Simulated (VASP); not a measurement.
Set up this calculation in VASP 6.6.1, as the native input.

- Task: single point
- Functional: PBEsol
- Potentials or basis: VASP PAW PBE potentials, release 64 (B, N)
- Cutoff: 520 eV
- k mesh: 12 × 12 × 4
- Occupations: gaussian, width 0.05 eV
- Spin: no spin polarisation
- Dipole correction: no
- Further INCAR settings: ALGO = Normal; EDIFF = 1e-06; NBANDS = 16

The structure of BN lies in POSCAR:

```
BN
1.0
    2.6851764068      0.0000000000      0.0000000000
   -1.3425882034      2.3254309819      0.0000000000
    0.0000000000      0.0000000000      6.8498850137
B N
2 2
Direct
    0.3333333333      0.6666666667      0.2500000000
    0.6666666667      0.3333333333      0.7500000000
    0.3333333333      0.6666666667      0.7500000000
    0.6666666667      0.3333333333      0.2500000000
```

This cell differs from its parent crystal: volume 10.693 Å^3 an atom, c/a of the conventional cell 2.5510.

One way to write it, as run:

INCAR

```
SYSTEM = BN
ALGO = Normal
EDIFF = 1E-6
ENCUT = 520
GGA = PS
ISIF = 2
ISMEAR = 0
LASPH = .TRUE.
LCHARG = .FALSE.
LREAL = .FALSE.
LWAVE = .FALSE.
NBANDS = 16
NELM = 60
PREC = Accurate
SIGMA = 0.05
```

KPOINTS

```
k-points
0
G
  12 12 4
  0 0 0
```

Potentials or basis: VASP PAW PBE potentials, release 64 (B, N).

Command:

```bash
$ cat potpaw_PBE.64/B/POTCAR potpaw_PBE.64/N/POTCAR > POTCAR
$ mpirun -np 1 vasp_std > vasp.out
```

It gave:

```json
{"Pressure": "-35.6 GPa", "Band gap on the k mesh": "3.84 eV, indirect (least direct gap 4.06 eV)"}
```

Caveat: the PAW data sets were made with another functional, which shifts forces and pressure a little; this functional lacks dispersion, which binds the layers, so the pressure and a relaxed spacing across them are unreliable.

Run time: 32 s on 1 thread of AMD EPYC 7R43 64-Core Processor (Zen 3) (shared host), peak memory 0.14 GiB.
